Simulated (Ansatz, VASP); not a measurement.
TeW in VASP and in Ansatz

```
CELL_PARAMETERS angstrom
0.00000 3.16067 3.16067
6.32133 3.16067 3.16067
6.32133 6.32133 0.00000
ATOMIC_POSITIONS crystal
W 0.00000 0.00000 0.00000
W 0.00000 0.00000 0.50000
Te 0.25000 0.25000 0.00000
Te 0.25000 0.25000 0.50000
```

Alike in both runs: task single point; functional PBE; k mesh 12 × 12 × 6; occupations gaussian, width 0.1 eV; collinear spin.

|  | VASP | Ansatz |
| --- | --- | --- |
| version | VASP 6.6.1 | Ansatz 0.2.0 |
| potentials or method | VASP PAW PBE potentials, release 64 (W_sv, Te), cutoff 520 eV | scalar-relativistic, plane waves, PAW |
| valence electrons in the cell | 40 | 60 |

Ansatz gave:

* gap on the k mesh at the Fermi level (eV): none
* pressure (GPa): -6.0
* net moment per atom (μB): 0.00
* size of the moment on the site where the two differ most (μB): 1.29

Q: What did VASP give for the same quantities?

A: gap on the k mesh at the Fermi level (eV): none; pressure (GPa): -6.0; net moment per atom (μB): 0.00; size of the moment on the site where the two differ most (μB): 1.42.

Site moments also hang on the region over which each program counts them. A gap of «none» marks a metal or a gap that the smearing closes. With one functional, cell and mesh, what is left measures potentials, basis and numerics. VASP's potentials hold 40 valence electrons a cell and Ansatz's 60, so a difference there can come from the potentials and not from the codes.

Spin-orbit coupling is off throughout.
